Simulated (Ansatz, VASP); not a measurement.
# Two plane-wave programs on Zn4F3

```
Zn F
1.0
    -2.95237    2.95237    2.95237
     2.95237   -2.95237    2.95237
     2.95237    2.95237   -2.95237
Zn F
4 3
Cartesian
  1.4762 1.4762 1.4762
  1.4762 1.4762 -1.4762
  1.4762 -1.4762 1.4762
  -1.4762 1.4762 1.4762
  2.9524 0.0000 0.0000
  0.0000 2.9524 0.0000
  0.0000 0.0000 2.9524
```

Alike in both runs: task relaxation of cell and atoms; functional PBE; k mesh 10 × 10 × 10; occupations gaussian, width 0.1 eV; no spin polarisation.

|  | VASP | Ansatz |
| --- | --- | --- |
| version | VASP 6.6.1 | Ansatz 0.2.0 |
| potentials or method | VASP PAW PBE potentials, release 64 (Zn, F), cutoff 600 eV | scalar-relativistic, plane waves, PAW |
| valence electrons in the cell | 69 | 69 |

|  | VASP | Ansatz | Ansatz less VASP |
| --- | --- | --- | --- |
| gap on the k mesh at the Fermi level, each at its own relaxed structure (eV) | none | none | - |
| relaxed volume (Å³/atom) | 14.61 | 14.63 | +0.019 |
| relaxed length of the cell vector where the two differ most in proportion (Å) | 5.103 | 5.105 | +0.0022 |

A gap of «none» marks a metal or a gap that the smearing closes.
